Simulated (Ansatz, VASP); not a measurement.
One calculation of YHg, two programs

```
Y Hg
1.0
     3.68200    0.03682    0.03682
     0.03682    3.68200    0.03682
     0.03682    0.03682    3.68200
Y Hg
1 1
Direct
  0.50000 0.50000 0.50000
  0.00000 0.00000 0.00000
```

Change from the starting cell: equal xy, yz and zx shear strains of +2 %, crystal datasets.

Alike in both runs: task electric field gradients; functional LDA; k mesh 11 × 11 × 11; occupations fermi-dirac, width 0.08 eV; no spin polarisation.

```csv
,VASP,Ansatz
version,VASP 6.6.1,Ansatz 0.2.0
potentials or method,"VASP PAW LDA potentials, release 64 (Y_sv, Hg), cutoff 520 eV","all-electron PAW with datasets made for the crystal, scalar-relativistic"
```

VASP gave:

| Quantity | Value |
| --- | --- |
| pressure (GPa) | -3.2 |
| traceless stress, the component that is largest in VASP (GPa) | -0.62 |
| size of Vzz on the site where it differs most (V/Å²) | 6.5 |

**Question.** Which values does Ansatz return?

**Answer.** Pressure (GPa): -3.4; traceless stress, the component that is largest in VASP (GPa): -0.61; size of Vzz on the site where it differs most (V/Å²): 6.9.

LDA's correlation is that of Perdew and Zunger in VASP and of Perdew and Wang (1992) in Ansatz. Ansatz ran all-electron here, and VASP with PAW potentials.

Spin-orbit coupling is off throughout.
